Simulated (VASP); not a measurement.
Crystal: SiO.

```
CELL_PARAMETERS angstrom
0.00000 2.43364 2.43364
2.43364 0.00000 2.43364
2.43364 2.43364 0.00000
ATOMIC_POSITIONS crystal
Si 0.75000 0.75000 0.75000
O 0.00000 0.00000 0.00000
```

Base run:

| Item | Value |
| --- | --- |
| Program | VASP 6.6.1 |
| Functional | PBE |
| Potentials or basis | VASP PAW PBE potentials, release 64 (Si, O) |
| Cutoff | 520 eV |
| k mesh | 8 × 8 × 8 |
| Occupations | fermi-dirac, width 0.05 eV |
| Spin | no spin polarisation |

Its results: band gap on the k mesh zero (bands 5 and 6 overlap by 0.53 eV); pressure 0.0 GPa.

The run is repeated on the same cell with these changes: functional from PBE to PBE-based screened hybrid with 15 % exact exchange; k mesh from 8 × 8 × 8 to 5 × 5 × 5. What comes out?

Band gap on the k mesh 0.19 eV (least direct gap 1.05 eV); pressure -0.6 GPa.

Several settings changed at once.

Caveats: some runs use coarse meshes; the PAW data sets were made with another functional, which shifts forces and pressure a little (at least some runs); an odd mesh through Γ misses points on the zone boundary, where band edges can lie (at least some runs).
